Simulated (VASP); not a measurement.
Yb, 1 atom in the cell. The structure is cubic, space group Fm-3m (No. 225). Conventional cell: a = 5.230 Å, b = 5.230 Å, c = 5.230 Å, α = 90.00°, β = 90.00°, γ = 90.00°. Yb (site symmetry m-3m) has 12 Yb at 3.70 Å within 4.9 Å. 

| Item | Value |
| --- | --- |
| Program | VASP 6.6.1 |
| Task | single point |
| Functional | PBE |
| Potentials or basis | VASP PAW PBE potentials, release 64 (Yb) |
| Cutoff | 520 eV |
| k mesh | 17 × 17 × 17 |
| Occupations | fermi-dirac, width 0.1 eV |
| Spin | no spin polarisation |
| Dipole correction | no |
| Further INCAR settings | ALGO = Normal; EDIFF = 1e-06; NBANDS = 18 |

Potentials or basis: VASP PAW PBE potentials, release 64 (Yb).

Command:

```console
$ cat potpaw_PBE.64/Yb/POTCAR > POTCAR
$ mpirun -np 1 vasp_std > vasp.out
```

Hardware: 1 thread of Intel(R) Xeon(R) Platinum 8488C (Sapphire Rapids) (shared host).

Question: How long does it take, and how much memory?

Answer: It took 110 s on 1 thread of Intel(R) Xeon(R) Platinum 8488C (Sapphire Rapids), on a shared host, peak memory 0.26 GiB. Counts: scf iterations 24, k points 165.
